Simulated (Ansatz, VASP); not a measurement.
BaZrO3: VASP beside Ansatz

The input POSCAR:

```
BaZrO3
1.0
    4.1815000000      0.0000000000      0.0000000000
    0.0000000000      4.1815000000      0.0000000000
    0.0000000000      0.0000000000      4.1815000000
Ba Zr O
1 1 3
Direct
    0.5000000000      0.4873172286      0.4873172286
    0.0000000000      0.0000000000      0.0000000000
    0.5000000000      0.0000000000      0.0000000000
    0.0000000000      0.5000000000      0.0000000000
    0.0000000000      0.0000000000      0.5000000000
```

The input INCAR.step1:

```
SYSTEM = BaZrO3
  PREC = Accurate
  ENCUT = 520
  ISMEAR = 0
  SIGMA = 0.05
  LREAL = .False.
  LASPH = .True.
  NELM = 100
  NBANDS = 28
  GGA = PE
  ALGO = Normal
  EDIFF = 1E-4
  LWAVE = .True.
  LCHARG = .False.
```

The input INCAR.step2:

```
SYSTEM = BaZrO3
  PREC = Accurate
  ENCUT = 520
  EDIFF = 1E-7
  ISMEAR = 0
  SIGMA = 0.05
  LREAL = .False.
  LASPH = .True.
  NELM = 100
  ALGO = Normal
  ISIF = 2
  LWAVE = .False.
  LCHARG = .True.
  METAGGA = R2SCAN
  LMIXTAU = .True.
  LELF = .True.
  LVHAR = .True.
  NBANDS = 28
  ISTART = 1
```

KPOINTS

```
Automatic mesh
0
Gamma
  6 6 6
  0 0 0
```

Input for Ansatz:

```yaml
crystal:
  lattice:
    - [4.1815, 0.0, 0.0]
    - [0.0, 4.1815, 0.0]
    - [0.0, 0.0, 4.1815]
  atoms:
    - { symbol: Ba, position: [0.5, 0.4873172286, 0.4873172286] }
    - { symbol: Zr, position: [0.0, 0.0, 0.0] }
    - { symbol: O, position: [0.5, 0.0, 0.0] }
    - { symbol: O, position: [0.0, 0.5, 0.0] }
    - { symbol: O, position: [0.0, 0.0, 0.5] }
basis:
  ecutwfc: 500
kpoints:
  mp_grid: { grid: [6, 6, 6] }
hamiltonian:
  xc: r2scan
scf:
  occupations: { method: gaussian, width: 0.05 }
output:
  forces: true
  stress: true
  eigenvalues: true
```

Change from the starting cell: all Ba atoms moved +0.075 Å, as atom 1 towards its neighbour atom 3 (O) at 2.957 Å.

Alike in both runs: task single point; functional r2SCAN; k mesh 6 × 6 × 6; occupations gaussian, width 0.05 eV; no spin polarisation.

```csv
,VASP,Ansatz
version,VASP 6.6.1,Ansatz 0.2.0
potentials or method,"VASP PAW PBE potentials, release 64 (Ba_sv, Zr_sv, O), cutoff 520 eV","scalar-relativistic, plane waves, PAW"
valence electrons in the cell,40,40
```

```tsv
	VASP	Ansatz	Ansatz less VASP
gap on the k mesh at the Fermi level (eV)	3.72	3.77	+0.055
least direct gap on the mesh (eV)	3.95	3.98	+0.026
pressure (GPa)	4.1	3.0	-1.12
traceless stress, the component that is largest in VASP (GPa)	0.12	0.11	-0.008
rms of the force components (eV/Å)	0.117	0.110	-0.0066
```

VASP's potentials were made for PBE, not for r2SCAN. Atom by atom the forces differ by 0.010 eV/Å (rms over components).

Neither program's run includes spin-orbit coupling.
